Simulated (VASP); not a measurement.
# Li2Se (Fm-3m) in VASP: notebook

Li2Se is run at these levels: PBE; tasks: electric field gradients, density of states.

Program: VASP 6.6.1. These are calculated values, not measurements. Logs are shortened: lines on timing, memory, paths and dates and some standing lists are left out, and cuts for length are marked.

## Step 1: The cell of the first run

It takes space group Fm-3m (No. 225, cubic). The conventional cell has a = 6.005 Å, b = 6.005 Å, c = 6.005 Å, α = 90.00°, β = 90.00°, γ = 90.00°. Within 3.4 Å of Li (site symmetry -43m) lie 4 Se at 2.60 Å and 6 Li at 3.00 Å. Se (site symmetry m-3m) has 8 Li at 2.60 Å within 3.4 Å.

## Step 2: Electric field gradients, PBE

Input file INCAR:

```
PREC     = Accurate       # precision mode
ENCUT    = 650            # plane-wave cutoff, eV
EDIFF    = 1E-8           # SCF threshold, eV
ISMEAR   = -1             # smearing method
SIGMA    = 0.02           # smearing width, eV
LREAL    = F              # projectors in reciprocal space
LASPH    = T              # aspherical terms in the spheres
NELM     = 120            # most SCF steps
ALGO     = Normal         # electronic algorithm
ISIF     = 2              # what is computed and relaxed
LWAVE    = F              # write WAVECAR
LCHARG   = F              # write CHGCAR
GGA      = PE             # functional
LEFG     = T            
NBANDS   = 13             # bands
GGA_COMPAT= F
```

Input file KPOINTS:

```
regular mesh
0
Gamma
  8 8 8
```

Input file POSCAR:

```
Li2Se
1.0
    0.0000000000      3.0025000000      3.0025000000
    3.0025000000      0.0000000000      3.0025000000
    3.0025000000      3.0025000000      0.0000000000
Li Se
2 1
Direct
    0.2500000000      0.2500000000      0.2500000000
    0.7500000000      0.7500000000      0.7500000000
    0.0000000000      0.0000000000      0.0000000000
```

Potentials or basis: VASP PAW PBE potentials, release 64 (Li_sv, Se).

Launch:

```console
$ cat potpaw_PBE.64/Li_sv/POTCAR potpaw_PBE.64/Se/POTCAR > POTCAR
$ mpirun -np 1 vasp_std > vasp.out
```

OUTCAR:

```text
PREC = Accurate
   ENCUT = 650
   EDIFF = 1E-8
   ISMEAR = -1
   LREAL = F
   LASPH = T
   NELM = 120
   ISIF = 2
   GGA = PE

 ion  position               nearest neighbor table
   1  0.250  0.250  0.250-   3 2.60   3 2.60   3 2.60   3 2.60
   2  0.750  0.750  0.750-   3 2.60   3 2.60   3 2.60   3 2.60
   3  0.000  0.000  0.000-   1 2.60   2 2.60   2 2.60   2 2.60   2 2.60   1 2.60   1 2.60   1 2.60

  LATTYP: Found a face centered cubic cell.
 ALAT       =     6.0050000000

  Lattice vectors:

 A1 = (   0.0000000000,   3.0025000000,   3.0025000000)
 A2 = (   3.0025000000,   0.0000000000,   3.0025000000)
 A3 = (   3.0025000000,   3.0025000000,   0.0000000000)

Analysis of symmetry for initial positions (statically):
=====================================================================
 Subroutine PRICEL returns:
 Original cell was already a primitive cell.

 Routine SETGRP: Setting up the symmetry group for a
 face centered cubic supercell.

 Subroutine GETGRP returns: Found 48 space group operations
 (whereof 48 operations were pure point group operations)
 out of a pool of 48 trial point group operations.

The static configuration has the point symmetry O_h .

Analysis of symmetry for dynamics (positions and initial velocities):
=====================================================================
 Subroutine PRICEL returns:
 Original cell was already a primitive cell.

 Routine SETGRP: Setting up the symmetry group for a
 face centered cubic supercell.

 Subroutine GETGRP returns: Found 48 space group operations
 (whereof 48 operations were pure point group operations)
 out of a pool of 48 trial point group operations.

The dynamic configuration has the point symmetry O_h .

 Subroutine INISYM returns: Found 48 space group operations
 (whereof 48 operations are pure point group operations),
 and found     1 'primitive' translations

----------------------------------------------------------------------------------------

                                     Primitive cell

  volume of cell :      54.1351

  direct lattice vectors                    reciprocal lattice vectors
     0.000000000  3.002500000  3.002500000    -0.166527893  0.166527893  0.166527893
[... 138 lines left out ...]
 cond. band min:       3.9704211449   @ k =   0.5000   0.5000   0.0000
 fundamental gap:      2.9741067212
 Fermi energy:         1.4074623074

 k-point     1 :       0.0000    0.0000    0.0000
  band No.  band energies     occupation
      1     -43.7199      2.00000
      2     -43.6964      2.00000
      3     -10.3918      2.00000
      4       0.9963      2.00000
      5       0.9963      2.00000
      6       0.9963      2.00000
      7       4.3836      0.00000
      8       6.6150      0.00000
      9       6.6150      0.00000
     10       6.6150      0.00000
     11      11.5754      0.00000
     12      11.5754      0.00000
     13      11.9149      0.00000
[... 354 lines left out ...]
  band No.  band energies     occupation
      1     -43.7075      2.00000
      2     -43.7075      2.00000
      3      -9.9708      2.00000
      4      -1.6102      2.00000
      5      -0.3083      2.00000
      6       0.0685      2.00000
      7       6.4025      0.00000
      8       6.7543      0.00000
      9       8.6366      0.00000
     10       9.3614      0.00000
     11      10.3658      0.00000
     12      11.7071      0.00000
     13      13.6098      0.00000

 [... further k-points ...]
[... 5 lines left out ...]
  --------------------------------------------------------------------------------------
  -------------------------------------------------------------------------------------
  Total       -0.0274976     -0.0274976     -0.0274976      0.0000000     -0.0000000      0.0000000
  in kB       -0.8138159     -0.8138159     -0.8138159      0.0000000     -0.0000000      0.0000000
  external PRESSURE =      -0.8138159 kB  Pullay stress =       0.0000000 kB

 VOLUME and BASIS-vectors are now :
 -----------------------------------------------------------------------------
  energy-cutoff  :      650.00
  volume of cell :       54.14
      direct lattice vectors                 reciprocal lattice vectors
     0.000000000  3.002500000  3.002500000    -0.166527893  0.166527893  0.166527893
     3.002500000  0.000000000  3.002500000     0.166527893 -0.166527893  0.166527893
     3.002500000  3.002500000  0.000000000     0.166527893  0.166527893 -0.166527893

 POSITION                                       TOTAL-FORCE (eV/Angst)
 -----------------------------------------------------------------------------------
      1.50125      1.50125      1.50125         0.000000      0.000000      0.000000
      4.50375      4.50375      4.50375        -0.000000     -0.000000     -0.000000
      0.00000      0.00000      0.00000         0.000000      0.000000      0.000000
 -----------------------------------------------------------------------------------
    total drift:                                0.000000      0.000000      0.000000

  FREE ENERGIE OF THE ION-ELECTRON SYSTEM (eV)
  ---------------------------------------------------
  free  energy   TOTEN  =       -11.1318955852 eV

  energy  without entropy=      -11.1318955852  energy(sigma->0) =      -11.13189559

 Electric field gradients (V/A^2)
---------------------------------------------------------------------
 ion       V_xx      V_yy      V_zz      V_xy      V_xz      V_yz
---------------------------------------------------------------------
   1       0.000    -0.000     0.000    -0.001    -0.001    -0.001
   2       0.000    -0.000     0.000    -0.001    -0.001    -0.001
   3      -0.000     0.000    -0.000    -0.000    -0.000    -0.000
---------------------------------------------------------------------

 Electric field gradients after diagonalization (V/A^2)
 (convention: |V_zz| > |V_xx| > |V_yy|)
----------------------------------------------------------------------
 ion       V_xx      V_yy      V_zz     asymmetry (V_yy - V_xx)/ V_zz
----------------------------------------------------------------------
   1       0.001     0.001    -0.001       0.000
   2       0.001     0.001    -0.001       0.000
   3       0.000     0.000    -0.000       0.000
----------------------------------------------------------------------

           NMR quadrupolar parameters

 Cq : quadrupolar parameter    Cq=e*Q*V_zz/h
 eta: asymmetry parameters     (V_yy - V_xx)/ V_zz
 Q  : nuclear electric quadrupole moment in mb (millibarn)
----------------------------------------------------------------------
 ion       Cq(MHz)       eta       Q (mb)
----------------------------------------------------------------------
   1      -0.000       0.000       1.000
   2      -0.000       0.000       1.000
   3      -0.000       0.000       1.000
----------------------------------------------------------------------
```

OSZICAR:

```text
N       E                     dE             d eps       ncg     rms          rms(c)
DAV:   1     0.499276972016E+02    0.49928E+02   -0.62712E+03   754   0.105E+03
DAV:   2    -0.330007725702E+01   -0.53228E+02   -0.50318E+02   922   0.212E+02
DAV:   3    -0.111764403593E+02   -0.78764E+01   -0.78283E+01  1457   0.473E+01
DAV:   4    -0.113113178358E+02   -0.13488E+00   -0.13484E+00   926   0.940E+00
DAV:   5    -0.113140689641E+02   -0.27511E-02   -0.27510E-02  1187   0.108E+00    0.275E+00
DAV:   6    -0.111379345848E+02    0.17613E+00   -0.24051E-01   923   0.191E+00    0.169E+00
DAV:   7    -0.111235943629E+02    0.14340E-01   -0.11595E-01  1007   0.146E+00    0.739E-01
DAV:   8    -0.111317059742E+02   -0.81116E-02   -0.18200E-02   940   0.740E-01    0.255E-01
DAV:   9    -0.111316023379E+02    0.10364E-03   -0.49614E-04  1064   0.140E-01    0.176E-01
DAV:  10    -0.111318851407E+02   -0.28280E-03   -0.72023E-04   849   0.131E-01    0.769E-02
DAV:  11    -0.111318898937E+02   -0.47530E-05   -0.44303E-05  1097   0.418E-02    0.190E-02
DAV:  12    -0.111319003985E+02   -0.10505E-04   -0.15762E-05   904   0.216E-02    0.293E-02
DAV:  13    -0.111318958685E+02    0.45300E-05   -0.27678E-06   957   0.112E-02    0.331E-03
DAV:  14    -0.111318957433E+02    0.12521E-06   -0.11213E-07  1041   0.245E-03    0.136E-03
DAV:  15    -0.111318956556E+02    0.87759E-07   -0.23672E-08   971   0.898E-04    0.409E-04
DAV:  16    -0.111318955765E+02    0.79093E-07   -0.24612E-09   612   0.418E-04    0.158E-04
DAV:  17    -0.111318955852E+02   -0.87273E-08   -0.41575E-10   557   0.198E-04
   1 F= -.11131896E+02 E0= -.11131896E+02  d E =-.648238E-11
```

It took 29 s on 1 thread of Intel Xeon Platinum 8375C at 2.90GHz (Ice Lake), shared host; peak memory 0.21 GiB.

What came out:

```
Free energy            : -11.1319 eV
Pressure               : -0.1 GPa
Band gap on the k mesh : 2.97 eV, indirect (least direct gap 3.39 eV)
```

Caveat: without QUAD_EFG the Cq values of the log hold for a quadrupole moment of 1 mb, not for the nuclei.

## Step 3: Electric field gradients, PBE

Input file INCAR:

```
SYSTEM = Li2Se
ALGO = Normal
EDIFF = 1E-8
ENCUT = 650
GGA = PE
GGA_COMPAT = .False.
ISIF = 2
ISMEAR = -1
LASPH = .True.
LCHARG = .False.
LEFG = .True.
LREAL = .False.
LWAVE = .False.
NBANDS = 13
NELM = 120
PREC = Accurate
SIGMA = 0.02
```

Input file KPOINTS:

```
k-points
0
Gamma
  8 8 8
  0 0 0
```

POSCAR is that of step 2.

Potentials or basis: VASP PAW PBE potentials, release 64 (Li_sv, Se).

Launch:

```console
$ cat potpaw_PBE.64/Li_sv/POTCAR potpaw_PBE.64/Se/POTCAR > POTCAR
$ mpirun -np 1 vasp_std > vasp.out
```

OUTCAR:

```text
SYSTEM = Li2Se
   EDIFF = 1E-8
   ENCUT = 650
   GGA = PE
   ISIF = 2
   ISMEAR = -1
   LASPH = .True.
   LREAL = .False.
   NELM = 120
   PREC = Accurate

 ion  position               nearest neighbor table
   1  0.250  0.250  0.250-   3 2.60   3 2.60   3 2.60   3 2.60
   2  0.750  0.750  0.750-   3 2.60   3 2.60   3 2.60   3 2.60
   3  0.000  0.000  0.000-   1 2.60   2 2.60   2 2.60   2 2.60   2 2.60   1 2.60   1 2.60   1 2.60

  LATTYP: Found a face centered cubic cell.
 ALAT       =     6.0050000000

  Lattice vectors:

[... 604 lines left out ...]

 Electric field gradients (V/A^2)
---------------------------------------------------------------------
 ion       V_xx      V_yy      V_zz      V_xy      V_xz      V_yz
---------------------------------------------------------------------
   1       0.000    -0.000     0.000    -0.001    -0.001    -0.001
   2       0.000    -0.000     0.000    -0.001    -0.001    -0.001
   3      -0.000     0.000    -0.000    -0.000    -0.000    -0.000
---------------------------------------------------------------------

 Electric field gradients after diagonalization (V/A^2)
 (convention: |V_zz| > |V_xx| > |V_yy|)
----------------------------------------------------------------------
 ion       V_xx      V_yy      V_zz     asymmetry (V_yy - V_xx)/ V_zz
----------------------------------------------------------------------
   1       0.001     0.001    -0.001       0.000
   2       0.001     0.001    -0.001       0.000
   3       0.000     0.000    -0.000       0.000
----------------------------------------------------------------------

           NMR quadrupolar parameters

 Cq : quadrupolar parameter    Cq=e*Q*V_zz/h
 eta: asymmetry parameters     (V_yy - V_xx)/ V_zz
 Q  : nuclear electric quadrupole moment in mb (millibarn)
----------------------------------------------------------------------
 ion       Cq(MHz)       eta       Q (mb)
----------------------------------------------------------------------
   1      -0.000       0.000       1.000
   2      -0.000       0.000       1.000
   3      -0.000       0.000       1.000
----------------------------------------------------------------------
```

OSZICAR:

```text
N       E                     dE             d eps       ncg     rms          rms(c)
DAV:   1     0.499276972016E+02    0.49928E+02   -0.62712E+03   754   0.105E+03
DAV:   2    -0.330007725702E+01   -0.53228E+02   -0.50318E+02   922   0.212E+02
DAV:   3    -0.111764403593E+02   -0.78764E+01   -0.78283E+01  1457   0.473E+01
DAV:   4    -0.113113178358E+02   -0.13488E+00   -0.13484E+00   926   0.940E+00
DAV:   5    -0.113140689641E+02   -0.27511E-02   -0.27510E-02  1187   0.108E+00    0.275E+00
DAV:   6    -0.111379345848E+02    0.17613E+00   -0.24051E-01   923   0.191E+00    0.169E+00
DAV:   7    -0.111235943629E+02    0.14340E-01   -0.11595E-01  1007   0.146E+00    0.739E-01
DAV:   8    -0.111317059742E+02   -0.81116E-02   -0.18200E-02   940   0.740E-01    0.255E-01
DAV:   9    -0.111316023379E+02    0.10364E-03   -0.49614E-04  1064   0.140E-01    0.176E-01
DAV:  10    -0.111318851407E+02   -0.28280E-03   -0.72023E-04   849   0.131E-01    0.769E-02
DAV:  11    -0.111318898937E+02   -0.47530E-05   -0.44303E-05  1097   0.418E-02    0.190E-02
DAV:  12    -0.111319003985E+02   -0.10505E-04   -0.15762E-05   904   0.216E-02    0.293E-02
DAV:  13    -0.111318958685E+02    0.45300E-05   -0.27678E-06   957   0.112E-02    0.331E-03
DAV:  14    -0.111318957433E+02    0.12521E-06   -0.11213E-07  1041   0.245E-03    0.136E-03
DAV:  15    -0.111318956556E+02    0.87759E-07   -0.23672E-08   971   0.898E-04    0.409E-04
DAV:  16    -0.111318955765E+02    0.79093E-07   -0.24612E-09   612   0.418E-04    0.158E-04
DAV:  17    -0.111318955852E+02   -0.87273E-08   -0.41575E-10   557   0.198E-04
   1 F= -.11131896E+02 E0= -.11131896E+02  d E =-.648238E-11
```

stdout:

```text
POSCAR found type information on POSCAR LiSe
 POSCAR found :  2 types and       3 ions
 scaLAPACK will be used
 LDA part: xc-table for (Slater+PW92), standard interpolation
 POSCAR, INCAR and KPOINTS ok, starting setup
 FFT: planning ... GRIDC
 FFT: planning ... GRID_SOFT
 FFT: planning ... GRID
 WAVECAR not read
 entering main loop
ion   1

ion   2

ion   3
```

It took 31 s on 1 thread of Intel Xeon Platinum 8375C at 2.90GHz (Ice Lake), shared host; peak memory 0.2 GiB.

Results:

```yaml
Free_energy: -11.1319 eV
Pressure: -0.1 GPa
Band_gap_on_the_k_mesh: 2.97 eV, indirect (least direct gap 3.39 eV)
```

Caveat: without QUAD_EFG the Cq values of the log hold for a quadrupole moment of 1 mb, not for the nuclei. A k mesh can miss the band edges.

## Step 4: Density of states, PBE

POSCAR is that of step 3.

Input file INCAR.step1:

```
PREC = Accurate
ENCUT = 650
EDIFF = 1E-6
ISMEAR = -1
SIGMA = 0.02
LREAL = False
LASPH = True
NELM = 120
ALGO = Normal
ISIF = 2
LWAVE = False
LCHARG = True
GGA = PE
NBANDS = 13
GGA_COMPAT = False
NEDOS = 2001
LORBIT = 11
```

Input file KPOINTS.step1:

```
Automatic mesh
0
Gamma
  8 8 8
```

Input file INCAR.step2:

```
PREC = Accurate
ENCUT = 650
EDIFF = 1E-6
ISMEAR = -5
SIGMA = 0.02
LREAL = False
LASPH = True
NELM = 120
ALGO = Normal
ISIF = 2
LWAVE = False
LCHARG = False
GGA = PE
LORBIT = 10
NBANDS = 13
NEDOS = 2001
ICHARG = 11
GGA_COMPAT = False
```

Input file KPOINTS.step2:

```
Automatic mesh
0
Gamma
  12 12 12
```

Launch:

```console
$ cat potpaw_PBE.64/Li_sv/POTCAR potpaw_PBE.64/Se/POTCAR > POTCAR
$ cp INCAR.step1 INCAR
$ cp KPOINTS.step1 KPOINTS
$ mpirun -np 1 vasp_std > vasp.out
$ cp INCAR.step2 INCAR
$ cp KPOINTS.step2 KPOINTS
$ mpirun -np 1 vasp_std > vasp.out
```

Run time: 62 s. Hardware: 1 thread of Intel Xeon Platinum 8375C at 2.90GHz (Ice Lake), shared host; peak memory 0.22 GiB.

It converged, with:

| Property | Result |
| --- | --- |
| Valence electrons inside the program's atomic spheres | Li 2.07; Se 3.92 |

Levels at points of the mesh, in eV from the valence-band top:
| k point | band 4 | band 5 | band 6 | band 7 | band 8 | band 9 |
| --- | --- | --- | --- | --- | --- | --- |
| (0.00, 0.00, 0.00) | 0.00 | 0.00 | 0.00 | 3.39 | 5.62 | 5.62 |
| (0.50, 0.00, 0.00) | -2.90 | -0.53 | -0.53 | 5.11 | 5.96 | 5.96 |
| (0.50, 0.50, 0.00) | -2.27 | -1.44 | -1.44 | 2.97 | 6.17 | 10.31 |
